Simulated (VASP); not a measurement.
# PbSe: single point with PBE

PbSe:

```
CELL_PARAMETERS angstrom
0.00000 3.06065 3.06065
3.06065 0.00000 3.06065
3.06065 3.06065 0.00000
ATOMIC_POSITIONS crystal
Pb 0.00000 0.00000 0.00000
Se 0.50000 0.50000 0.50000
```

```json
{
 "Program": "VASP 6.6.1",
 "Task": "single point",
 "Functional": "PBE",
 "Potentials or basis": "VASP PAW PBE potentials, release 64 (Pb_d, Se)",
 "Cutoff": "520 eV",
 "k mesh": "6 × 6 × 6",
 "Occupations": "fermi-dirac, width 0.05 eV",
 "Spin": "non-collinear spin, zero start, spin-orbit coupling",
 "Starting moments": "[[0.0, 0.0, 0.0], [0.0, 0.0, 0.0]] μB",
 "Dipole correction": "no",
 "Further INCAR settings": "ALGO = Normal; EDIFF = 1e-06; NBANDS = 32"
}
```

```yaml
Pressure: 2.0 GPa
Net_moment: 0.00 μB per cell
Valence_electrons_inside_the_program's_atomic_spheres: Pb 11.87; Se 3.81
```

Moments on the atoms (μB; x, y, z):
```
Pb  0.00 0.00 0.00
Se  0.00 0.00 0.00
```

It took 56 s on 1 thread of Intel(R) Xeon(R) Platinum 8559C (Emerald Rapids), with other jobs on the host, peak memory 0.31 GiB.
